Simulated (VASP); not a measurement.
# O (R-3m) in VASP: a series of runs, part 2 of 2

VASP 6.6.1. Earlier steps stand in the parts before.

## 3. Electric field gradients, HSE06+D3(BJ)

POSCAR

```
O
1.0
    1.6749479049      0.9670316238      3.7319995215
   -1.6749479049      0.9670316238      3.7319995215
    0.0000000000     -1.9340632475      3.7319995215
O
2
Direct
    0.0546147200      0.0546147200      0.0546147200
    0.9453852800      0.9453852800      0.9453852800
```

INCAR.step1

```
ALGO = Normal ; EDIFF = 1E-5
ENCUT = 520 ; GGA = PE
ISIF = 2 ; ISMEAR = -1
LASPH = True ; LCHARG = False
LREAL = False ; LWAVE = True
NBANDS = 13 ; NELM = 100
PREC = Accurate ; SIGMA = 0.05
```

INCAR.step2

```
ALGO = Normal ; EDIFF = 1E-8
ENCUT = 520 ; GGA = PE
HFSCREEN = 0.2079 ; ISIF = 2
ISMEAR = -1 ; ISTART = 1
IVDW = 12 ; LASPH = True
LCHARG = False ; LEFG = True
LHFCALC = True ; LREAL = False
LWAVE = False ; NBANDS = 13
NELM = 100 ; PREC = Accurate
PRECFOCK = Normal ; SIGMA = 0.05
VDW_A1 = 0.383 ; VDW_A2 = 5.685
VDW_S6 = 1.0 ; VDW_S8 = 2.31
```

KPOINTS

```
k-points
0
Gamma
  5 5 5
```

Potentials or basis: VASP PAW PBE potentials, release 64 (O).

Run with:

```console
cat potpaw_PBE.64/O/POTCAR > POTCAR
cp INCAR.step1 INCAR
mpirun -np 1 vasp_std > vasp.out
cp INCAR.step2 INCAR
mpirun -np 1 vasp_std > vasp.out
```

OUTCAR:

```text
EDIFF = 1E-8
   ENCUT = 520
   GGA = PE
   HFSCREEN = 0.2079
   ISIF = 2
   ISMEAR = -1
   ISTART = 1
   IVDW = 12
   LASPH = True
   LHFCALC = True
   LREAL = False
   NELM = 100
   PREC = Accurate
   PRECFOCK = Normal
 IVDW          = 12

 ion  position               nearest neighbor table
   1  0.055  0.055  0.055-   2 1.22
   2  0.945  0.945  0.945-   1 1.22

  LATTYP: Found a trigonal (rhomboedric) cell.
 ALAT       =     4.2033820995
 COS(alpha) =     0.6824333683

  Lattice vectors:

 A1 = (   1.6749479049,   0.9670316238,   3.7319995215)
 A2 = (  -1.6749479049,   0.9670316238,   3.7319995215)
 A3 = (   0.0000000000,  -1.9340632475,   3.7319995215)

Analysis of symmetry for initial positions (statically):
=====================================================================
 Subroutine PRICEL returns:
 Original cell was already a primitive cell.

 Routine SETGRP: Setting up the symmetry group for a
 trigonal (rhombohedral) supercell.

 Subroutine GETGRP returns: Found 12 space group operations
 (whereof 12 operations were pure point group operations)
 out of a pool of 12 trial point group operations.

The static configuration has the point symmetry D_3d.

Analysis of symmetry for dynamics (positions and initial velocities):
=====================================================================
 Subroutine PRICEL returns:
 Original cell was already a primitive cell.

 Routine SETGRP: Setting up the symmetry group for a
 trigonal (rhombohedral) supercell.

 Subroutine GETGRP returns: Found 12 space group operations
 (whereof 12 operations were pure point group operations)
 out of a pool of 12 trial point group operations.

The dynamic configuration has the point symmetry D_3d.

 Subroutine INISYM returns: Found 12 space group operations
 (whereof 12 operations are pure point group operations),
 and found     1 'primitive' translations

----------------------------------------------------------------------------------------

                                     Primitive cell

  volume of cell :      36.2689

  direct lattice vectors                    reciprocal lattice vectors
     1.674947905  0.967031624  3.731999522     0.298516747  0.172348724  0.089317625
    -1.674947905  0.967031624  3.731999522    -0.298516747  0.172348724  0.089317625
     0.000000000 -1.934063247  3.731999522     0.000000000 -0.344697449  0.089317625

  length of vectors
     4.203382099  4.203382099  4.203382099     0.356081408  0.356081408  0.356081408

  position of ions in fractional coordinates (direct lattice)
     0.054614720  0.054614720  0.054614720
     0.945385280  0.945385280  0.945385280

  ion indices of the primitive-cell ions
   primitive index   ion index
                 1           1
                 2           2

----------------------------------------------------------------------------------------

[... 87 lines left out ...]
   LORBIT       =      0    0 simple, 1 ext, 2 COOP (PROOUT), +10 PAW based schemes
   GGA     = PE    functional components
   LHFCALC =     T    Hartree Fock is set to
   PRECFOCK=normal    Normal, Fast or Accurate (Low or Medium for compatibility)
   ENCUT4O =  -1.0   cutoff for four orbital integrals eV
   NKREDX  =     1    reduce k-point grid by
   NKREDY  =     1    reduce k-point grid by
   NKREDZ  =     1    reduce k-point grid by
   AEXX    =    0.2500 exact exchange contribution
   HFSCREEN=    0.2079 screening length (either q_TF or 0.3 A-1)
   HFSCREENC=   0.2079 screening length for correlation (either q_TF or 0.3 A-1)
   ENCUTFOCK=  -1.0 apply spherical cutoff to Coloumb kernel
   IVDW    =    12    specifies the selected vdW correction
   LEPSILON=     F    determine dielectric tensor
   LRPA    =     F    only Hartree local field effects (RPA)
 non-spin polarized calculation
  energy-cutoff  :      520.00
  volume of cell :       36.27
 maximum number of plane-waves:       995
  NGX = 24; NGY = 24; NGZ = 24

 number of electron      11.9999996 magnetization

 Free energy of the ion-electron system (eV)
  ---------------------------------------------------
  ext. energy  EPLUGINS =         0.00000000
  ---------------------------------------------------
  free energy    TOTEN  =       -11.87874175 eV

  energy without entropy =      -11.85154932  energy(sigma->0) =      -11.86514553

 E-fermi :  -2.4221     XC(G=0):  -6.0714

 val. band max:       -2.5002317218   @ k =   0.4000   0.4000   0.2000
 cond. band min:      -2.4016707797   @ k =   0.2000   0.0000  -0.0000
 fundamental gap:      0.0985609421
 Fermi energy:        -2.4220500686

 k-point     1 :       0.0000    0.0000    0.0000
  band No.  band energies     occupation
      1     -31.7527      2.00000
      2     -18.4738      2.00000
      3     -11.5374      2.00000
      4      -9.9689      2.00000
      5      -9.9689      2.00000
      6      -2.0765      0.00199
      7      -2.0765      0.00199
      8       4.7381      0.00000
      9       9.6495      0.00000
     10      11.8559      0.00000
     11      14.0957      0.00000
     12      16.5130      0.00000
     13      16.5130      0.00000
[... 274 lines left out ...]
  band No.  band energies     occupation
      1     -31.6929      2.00000
      2     -18.8161      2.00000
      3     -10.6247      2.00000
      4     -10.3493      2.00000
      5     -10.0991      2.00000
      6      -2.3633      0.47191
      7      -1.9558      0.00018
      8       5.9006      0.00000
      9       6.8871      0.00000
     10      10.8811      0.00000
     11      12.8131      0.00000
     12      16.3561      0.00000
     13      17.8753      0.00000

------------------------ aborting loop because EDIFF is reached ----------------------------------------

 Edisp (eV)   -0.07593

 E8    (eV) :    -0.0314

  FORCE on cell =-STRESS in cart. coord.  units (eV):
  Direction    XX          YY          ZZ          XY          YZ          ZX
  --------------------------------------------------------------------------------------
  -------------------------------------------------------------------------------------
  Total      -1.17897    -1.17897    -1.55286     0.00000    -0.00000    -0.00000
  in kB     -52.08097   -52.08097   -68.59736     0.00000    -0.00000    -0.00000
  external pressure =      -57.59 kB  Pullay stress =        0.00 kB

 VOLUME and BASIS-vectors are now :
 -----------------------------------------------------------------------------
  energy-cutoff  :      520.00
  volume of cell :       36.27
      direct lattice vectors                 reciprocal lattice vectors
     1.674947905  0.967031624  3.731999522     0.298516747  0.172348724  0.089317625
    -1.674947905  0.967031624  3.731999522    -0.298516747  0.172348724  0.089317625
     0.000000000 -1.934063247  3.731999522     0.000000000 -0.344697449  0.089317625

 POSITION                                       TOTAL-FORCE (eV/Angst)
 -----------------------------------------------------------------------------------
      0.00000      0.00000      0.61147         0.000000     -0.000000     -1.027609
      0.00000      0.00000     10.58453         0.000000      0.000000      1.027609
 -----------------------------------------------------------------------------------
    total drift:                               -0.000000      0.000000      0.000000

  FREE ENERGIE OF THE ION-ELECTRON SYSTEM (eV)
  ---------------------------------------------------
  free  energy   TOTEN  =       -11.9546733897 eV

  energy  without entropy=      -11.9274809645  energy(sigma->0) =      -11.94107718

 Electric field gradients (V/A^2)
---------------------------------------------------------------------
 ion       V_xx      V_yy      V_zz      V_xy      V_xz      V_yz
---------------------------------------------------------------------
   1     -64.338   -64.338   128.676    -0.000    -0.000    -0.000
   2     -64.338   -64.338   128.676    -0.000     0.000    -0.000
---------------------------------------------------------------------

 Electric field gradients after diagonalization (V/A^2)
 (convention: |V_zz| > |V_xx| > |V_yy|)
----------------------------------------------------------------------
 ion       V_xx      V_yy      V_zz     asymmetry (V_yy - V_xx)/ V_zz
----------------------------------------------------------------------
   1     -64.338   -64.338   128.676       0.000
   2     -64.338   -64.338   128.676       0.000
----------------------------------------------------------------------

           NMR quadrupolar parameters

 Cq : quadrupolar parameter    Cq=e*Q*V_zz/h
 eta: asymmetry parameters     (V_yy - V_xx)/ V_zz
 Q  : nuclear electric quadrupole moment in mb (millibarn)
----------------------------------------------------------------------
 ion       Cq(MHz)       eta       Q (mb)
----------------------------------------------------------------------
   1       0.311       0.000       1.000
   2       0.311       0.000       1.000
----------------------------------------------------------------------
```

Wall time 16 min (1 thread of AMD EPYC 9R45 (Zen 5), shared host); peak memory 0.24 GiB.

Results:

- Free energy: -11.9547 eV
- Pressure: -5.8 GPa
- Largest force: 1.028 eV/Å
- Band gap on the k mesh: zero (bands 6 and 7 overlap by 0.74 eV)
- Largest electric field gradient by atom: O +128.7 V/Å²
- Dispersion energy per atom: -0.038 eV

Forces on the atoms (eV/Å):
```
O    0.000  0.000 -1.028
O    0.000  0.000  1.028
```

Levels at points of the mesh, in eV from the Fermi level:
```tsv
k point	band 4	band 5	band 6	band 7	band 8	band 9
(0.00, 0.00, 0.00)	-7.55	-7.55	0.35	0.35	7.16	12.07
```

Electric field gradients, principal values (V/Å²):
| atom | least | middle | greatest (by size) |
| --- | --- | --- | --- |
| 1 O | -64.338 | -64.338 | 128.676 |
| 2 O | -64.338 | -64.338 | 128.676 |

Caveat: the k points lie up to 0.45 Å⁻¹ apart, too coarse for converged energies and pressures of a metal; the standard files for N, O and F lose accuracy on very short bonds; spin is off for a triplet molecule; without QUAD_EFG the Cq values of the log hold for a quadrupole moment of 1 mb, not for the nuclei; the PAW data sets were made with another functional, which shifts forces and pressure a little.
